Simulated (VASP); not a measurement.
Here is a VASP 6.6.1 calculation.

INCAR

```
SYSTEM = Sn
  PREC = Accurate
  ENCUT = 520
  EDIFF = 1E-6
  ISMEAR = 0
  SIGMA = 0.1
  LREAL = .False.
  LASPH = .True.
  NELM = 100
  ALGO = Fast
  ISIF = 2
  LWAVE = .False.
  LCHARG = .True.
  GGA = PS
  LELF = .True.
  LVHAR = .True.
  NBANDS = 21
```

File KPOINTS:

```
regular mesh
0
Gamma
  14 14 14
  0 0 0
```

POSCAR

```
Sn
1.0
   -2.9099000300      2.9099000300      1.5869856476
    2.9099000300     -2.9099000300      1.5869856476
    2.9099000300      2.9099000300     -1.5869856476
Sn
2
Direct
    0.7500000000      0.2500000000      0.5000000000
    0.0000000000      0.0000000000      0.0000000000
```

Potentials or basis: VASP PAW PBE potentials, release 64 (Sn_d).

The run is started by

```sh
$ cat potpaw_PBE.64/Sn_d/POTCAR > POTCAR
$ mpirun -np 1 vasp_std > vasp.out
```

Predict the band gap on the k mesh.

zero (bands 14 and 15 overlap by 4.09 eV).

Predict the pressure.

0.0 GPa.

Caveat: the PAW data sets were made with another functional, which shifts forces and pressure a little; spin-orbit coupling is left out, which moves the levels of the heavy elements.
